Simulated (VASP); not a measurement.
# SnO2 (I4/mmm) in VASP: single point with HSE06

Aim: the single point of SnO2 with HSE06.

Everything below comes from runs of VASP 6.6.1. Logs are shortened: lines on timing, memory, paths and dates and some standing lists are left out, and cuts for length are marked.

### Step 1. The cell of the first run

The structure is tetragonal, space group I4/mmm (No. 139). The conventional cell has a = 3.583 Å, b = 3.583 Å, c = 4.808 Å, α = 90.00°, β = 90.00°, γ = 90.00°. Within 2.9 Å of Sn (site symmetry 4/mmm) lie 8 O at 2.16 Å. O (site symmetry -4m2) has 4 Sn at 2.16 Å and 6 O at 2.40 to 2.53 Å within 2.9 Å.

### Step 2. Single point, HSE06 (uniaxial x strain -5.1%)

Contents of POSCAR:

```
SnO2
1.0
    0.0000000000      2.5334669716      2.5334669716
    2.4037534626      0.0000000000      2.5334669716
    2.4037534626      2.5334669716      0.0000000000
Sn O
1 2
Direct
    0.0000000000      0.0000000000      0.0000000000
    0.2500000000      0.2500000000      0.2500000000
    0.7500000000      0.7500000000      0.7500000000
```

Contents of INCAR.step1:

```
SYSTEM = SnO2
  ALGO = Normal
  EDIFF = 1E-5
  ENCUT = 520
  GGA = PE
  ISIF = 2
  ISMEAR = 0
  LASPH = .True.
  LCHARG = .False.
  LREAL = .False.
  LWAVE = .True.
  NBANDS = 20
  NELM = 100
  PREC = Accurate
  SIGMA = 0.01
```

Contents of INCAR.step2:

```
SYSTEM = SnO2
  ALGO = Normal
  EDIFF = 1E-6
  ENCUT = 520
  GGA = PE
  HFSCREEN = 0.2079
  ISIF = 2
  ISMEAR = 0
  ISTART = 1
  LASPH = .True.
  LCHARG = .False.
  LHFCALC = .True.
  LREAL = .False.
  LWAVE = .False.
  NBANDS = 20
  NELM = 100
  PREC = Accurate
  PRECFOCK = Normal
  SIGMA = 0.01
```

Contents of KPOINTS:

```
k-points
0
Gamma
  6 6 6
  0 0 0
```

Potentials or basis: VASP PAW PBE potentials, release 64 (Sn_d, O).

Started as:

```bash
cat potpaw_PBE.64/Sn_d/POTCAR potpaw_PBE.64/O/POTCAR > POTCAR
cp INCAR.step1 INCAR
mpirun -np 1 vasp_std > vasp.out
cp INCAR.step2 INCAR
mpirun -np 1 vasp_std > vasp.out
```

OUTCAR:

```text
SYSTEM = SnO2
   EDIFF = 1E-6
   ENCUT = 520
   GGA = PE
   HFSCREEN = 0.2079
   ISIF = 2
   ISMEAR = 0
   ISTART = 1
   LASPH = .True.
   LHFCALC = .True.
   LREAL = .False.
   NELM = 100
   PREC = Accurate
   PRECFOCK = Normal

 ion  position               nearest neighbor table
   1  0.000  0.000  0.000-   3 2.16   2 2.16   3 2.16   2 2.16   3 2.16   3 2.16   2 2.16   2 2.16

   2  0.250  0.250  0.250-   1 2.16   1 2.16   1 2.16   1 2.16
   3  0.750  0.750  0.750-   1 2.16   1 2.16   1 2.16   1 2.16

  LATTYP: Found a body centered tetragonal cell.
 ALAT       =     3.5828633511
 C/A-ratio  =     1.3418058279

  Lattice vectors:

 A1 = (  -2.4037534626,   0.0000000000,  -2.5334669716)
 A2 = (  -2.4037534626,   0.0000000000,   2.5334669716)
 A3 = (   2.4037534626,   2.5334669716,   0.0000000000)

Analysis of symmetry for initial positions (statically):
=====================================================================
 Subroutine PRICEL returns:
 Original cell was already a primitive cell.

 Routine SETGRP: Setting up the symmetry group for a
 body centered tetragonal supercell.

 Subroutine GETGRP returns: Found 16 space group operations
 (whereof 16 operations were pure point group operations)
 out of a pool of 16 trial point group operations.

The static configuration has the point symmetry D_4h.

Analysis of symmetry for dynamics (positions and initial velocities):
=====================================================================
 Subroutine PRICEL returns:
 Original cell was already a primitive cell.

 Routine SETGRP: Setting up the symmetry group for a
 body centered tetragonal supercell.

 Subroutine GETGRP returns: Found 16 space group operations
 (whereof 16 operations were pure point group operations)
 out of a pool of 16 trial point group operations.

The dynamic configuration has the point symmetry D_4h.

 Subroutine INISYM returns: Found 16 space group operations
 (whereof 16 operations are pure point group operations),
 and found     1 'primitive' translations

----------------------------------------------------------------------------------------

                                     Primitive cell

  volume of cell :      30.8568

  direct lattice vectors                    reciprocal lattice vectors
     0.000000000  2.533466972  2.533466972    -0.208008021  0.197358010  0.197358010
     2.403753463  0.000000000  2.533466972     0.208008021 -0.197358010  0.197358010
     2.403753463  2.533466972  0.000000000     0.208008021  0.197358010 -0.197358010

  length of vectors
     3.582863351  3.492346719  3.492346719     0.348091518  0.348091518  0.348091518

  position of ions in fractional coordinates (direct lattice)
     0.000000000  0.000000000  0.000000000
     0.250000000  0.250000000  0.250000000
     0.750000000  0.750000000  0.750000000

  ion indices of the primitive-cell ions
   primitive index   ion index
                 1           1
                 2           2
                 3           3

----------------------------------------------------------------------------------------

 KPOINTS: k-points

Automatic generation of k-mesh.
 Grid dimensions read from file:
 generate k-points for:    6    6    6

 Generating k-lattice:

  Cartesian coordinates                     Fractional coordinates (reciprocal lattice)
    -0.034668003  0.032893002  0.032893002     0.166666667 -0.000000000 -0.000000000
     0.034668003 -0.032893002  0.032893002     0.000000000  0.166666667  0.000000000
     0.034668003  0.032893002 -0.032893002     0.000000000  0.000000000  0.166666667

  Length of vectors
     0.058015253  0.058015253  0.058015253

  Shift w.r.t. Gamma in fractional coordinates (k-lattice)
     0.000000000  0.000000000  0.000000000

 Subroutine IBZKPT returns following result:
 ===========================================

 Found     30 irreducible k-points:

 Following reciprocal coordinates:
            Coordinates               Weight
  0.000000  0.000000  0.000000      1.000000
  0.166667  0.000000  0.000000      8.000000
  0.333333  0.000000  0.000000      8.000000
  0.500000 -0.000000 -0.000000      4.000000
  0.166667  0.166667  0.000000      4.000000
  0.333333  0.166667 -0.000000     16.000000
[... 16 lines left out ...]
 -0.333333  0.500000  0.166667      4.000000
  0.333333 -0.333333  0.166667      8.000000
 [... further k-points ...]
   k-points           NKPTS =     30   k-points in BZ     NKDIM =    216   number of bands    NBANDS=     20
   number of dos      NEDOS =    301   number of ions     NIONS =      3
   total plane-waves  NPLWV =  21952
   dimension x,y,z NGX =    28 NGY =   28 NGZ =   28
   dimension x,y,z NGXF=    56 NGYF=   56 NGZF=   56
   ions per type =               1   2
   NGX,Y,Z   is equivalent  to a cutoff of  12.99, 13.33, 13.33 a.u.
   NGXF,Y,Z  is equivalent  to a cutoff of  25.98, 26.66, 26.66 a.u.
 SYSTEM =  SnO2
   PREC   = accura    normal or accurate (medium, high low for compatibility)
   ISTART =      1    job   : 0-new  1-cont  2-samecut
   ICHARG =      0    charge: 1-file 2-atom 10-const
   ISPIN  =      1    spin polarized calculation?
   LNONCOLLINEAR =      F non collinear calculations
   LSORBIT =      F    spin-orbit coupling
   LASPH  =      T    aspherical Exc in radial PAW
   ENCUT  =  520.0 eV  38.22 Ry    6.18 a.u.   6.66  6.49  6.49*2*pi/ulx,y,z
   NELM   =    100;   NELMIN=  2; NELMDL=  0     # of ELM steps
   EDIFF  = 0.1E-05   stopping-criterion for ELM
   LREAL  =      F    real-space projection
   EDIFFG = 0.1E-04   stopping-criterion for IOM
   NSW    =      0    number of steps for IOM
   IBRION =     -1    ionic relax: 0-MD 1-quasi-New 2-CG
   NFREE  =      0    steps in history (QN), initial steepest desc. (CG)
   ISIF   =      2    stress and relaxation
   ISYM   =      3    0-nonsym 1-usesym 2-fastsym
   POTIM  = 0.5000    time-step for ionic-motion
   TEBEG  =    0.0;   TEEND  =   0.0 temperature during run
   PSTRESS=    0.0 pullay stress
   NELECT =      26.0000    total number of electrons
   NUPDOWN=      -1.0000    fix difference up-down
   EMIN   =  10.00;   EMAX   =-10.00  energy-range for DOS
   EFERMI =   0.00;   METHOD = LEGACY
   ISMEAR =     0;   SIGMA  =   0.01  broadening in eV -4-tet -1-fermi 0-gaus
   EFERMI_NEDOS =   21; number of points for ismear=-14 and -15
   IALGO  =     38    algorithm
   IMIX   =      1    mixing-type and parameters
     AMIX     =   0.40;   BMIX     =  1.00
     AMIX_MAG =   1.60;   BMIX_MAG =  1.00
  volume/ion in A,a.u.               =      10.29        69.41
  Fermi-wavevector in a.u.,A,eV,Ry     =   1.546260  2.922007 32.530435  2.390919
  Thomas-Fermi vector in A             =   2.651521
   LORBIT       =      0    0 simple, 1 ext, 2 COOP (PROOUT), +10 PAW based schemes
   GGA     = PE    functional components
   LHFCALC =     T    Hartree Fock is set to
   PRECFOCK=normal    Normal, Fast or Accurate (Low or Medium for compatibility)
   ENCUT4O =  -1.0   cutoff for four orbital integrals eV
   NKREDX  =     1    reduce k-point grid by
   NKREDY  =     1    reduce k-point grid by
   NKREDZ  =     1    reduce k-point grid by
   AEXX    =    0.2500 exact exchange contribution
   HFSCREEN=    0.2079 screening length (either q_TF or 0.3 A-1)
   HFSCREENC=   0.2079 screening length for correlation (either q_TF or 0.3 A-1)
   ENCUTFOCK=  -1.0 apply spherical cutoff to Coloumb kernel
   IVDW    =     0    specifies the selected vdW correction
   LEPSILON=     F    determine dielectric tensor
   LRPA    =     F    only Hartree local field effects (RPA)
 non-spin polarized calculation
 Gauss-broadening in eV      SIGMA  =   0.01
  energy-cutoff  :      520.00
  volume of cell :       30.86
 maximum number of plane-waves:       845
 NGX is ok and might be reduce to    28
  NGX = 20; NGY = 20; NGZ = 20

 number of electron      26.0000009 magnetization

 Free energy of the ion-electron system (eV)
  ---------------------------------------------------
  ext. energy  EPLUGINS =         0.00000000
  ---------------------------------------------------
  free energy    TOTEN  =       -22.63153977 eV

  energy without entropy =      -22.63153977  energy(sigma->0) =      -22.63153977

 E-fermi :   8.1608     XC(G=0):  -9.9803

 val. band max:        8.0166427112   @ k =  -0.1667   0.5000   0.3333
 cond. band min:       9.9448944518   @ k =   0.0000   0.0000   0.0000
 fundamental gap:      1.9282517406
 Fermi energy:         8.1607913198

 k-point     1 :       0.0000    0.0000    0.0000
  band No.  band energies     occupation
      1     -14.3962      2.00000
      2     -14.3962      2.00000
      3     -14.3374      2.00000
      4     -14.2914      2.00000
      5     -14.1122      2.00000
      6     -14.0853      2.00000
[... 12 lines left out ...]
     19      24.3798      0.00000
     20      26.0184      0.00000

 k-point     2 :       0.1667    0.0000    0.0000
  band No.  band energies     occupation
      1     -14.5816      2.00000
      2     -14.3685      2.00000
      3     -14.3307      2.00000
      4     -14.1591      2.00000
      5     -14.1104      2.00000
      6     -13.8419      2.00000
[... 12 lines left out ...]
     19      25.3116      0.00000
     20      26.1429      0.00000

 k-point     3 :       0.3333    0.0000    0.0000
  band No.  band energies     occupation
      1     -14.9551      2.00000
      2     -14.3290      2.00000
      3     -14.2949      2.00000
      4     -14.1307      2.00000
      5     -14.0897      2.00000
      6     -12.8046      2.00000
[... 12 lines left out ...]
     19      26.0634      0.00000
     20      26.7043      0.00000

 k-point     4 :       0.5000   -0.0000   -0.0000
  band No.  band energies     occupation
      1     -15.1225      2.00000
      2     -14.3187      2.00000
      3     -14.2870      2.00000
      4     -14.1127      2.00000
      5     -14.0692      2.00000
      6     -11.7864      2.00000
[... 429 lines left out ...]
 k-point    23 :      -0.3333    0.5000    0.1667
  band No.  band energies     occupation
      1     -15.0031      2.00000
      2     -14.5867      2.00000
      3     -14.1996      2.00000
      4     -14.1518      2.00000
      5     -14.0942      2.00000
      6     -11.5260      2.00000
[... 12 lines left out ...]
     19      27.3604      0.00000
     20      28.3406      0.00000

 k-point    24 :       0.3333   -0.3333    0.1667
  band No.  band energies     occupation
      1     -14.8932      2.00000
      2     -14.7091      2.00000
      3     -14.1910      2.00000
      4     -14.1465      2.00000
      5     -14.1273      2.00000
      6     -11.0103      2.00000
[... 12 lines left out ...]
     19      26.3640      0.00000
     20      29.5862      0.00000

 [... further k-points ...]

------------------------ aborting loop because EDIFF is reached ----------------------------------------

  FORCE on cell =-STRESS in cart. coord.  units (eV):
  Direction    XX          YY          ZZ          XY          YZ          ZX
  --------------------------------------------------------------------------------------
  -------------------------------------------------------------------------------------
  Total        5.9788706      0.5018270      0.5018270      0.0000000      0.0000000     -0.0000000
  in kB      310.4411774     26.0563864     26.0563864      0.0000000      0.0000000     -0.0000000
  external PRESSURE =     120.8513167 kB  Pullay stress =       0.0000000 kB

 VOLUME and BASIS-vectors are now :
 -----------------------------------------------------------------------------
  energy-cutoff  :      520.00
  volume of cell :       30.86
      direct lattice vectors                 reciprocal lattice vectors
     0.000000000  2.533466972  2.533466972    -0.208008021  0.197358010  0.197358010
     2.403753463  0.000000000  2.533466972     0.208008021 -0.197358010  0.197358010
     2.403753463  2.533466972  0.000000000     0.208008021  0.197358010 -0.197358010

 POSITION                                       TOTAL-FORCE (eV/Angst)
 -----------------------------------------------------------------------------------
      0.00000      0.00000      0.00000        -0.000000     -0.000000     -0.000000
      1.20188      1.26673      1.26673         0.000000     -0.000000     -0.000000
      3.60563      3.80020      3.80020        -0.000000      0.000000      0.000000
 -----------------------------------------------------------------------------------
    total drift:                                0.000000      0.000000      0.000000

  FREE ENERGIE OF THE ION-ELECTRON SYSTEM (eV)
  ---------------------------------------------------
  free  energy   TOTEN  =       -22.6315397703 eV

  energy  without entropy=      -22.6315397703  energy(sigma->0) =      -22.63153977
```

It took 52 min on 1 thread of Intel Xeon 6975P-C (Granite Rapids), shared host; peak memory 0.28 GiB.

Results:

```yaml
Free_energy: -22.6315 eV
Pressure: 12.1 GPa
Band_gap_on_the_k_mesh: 1.93 eV (least direct gap 3.14 eV)
```

Caveat: the cell differs from its parent crystal (uniaxial x strain -5.1%); the cell stands under pressure; the PAW data sets were made with another functional, which shifts forces and pressure a little; spin-orbit coupling is left out, which moves the levels of the heavy elements.
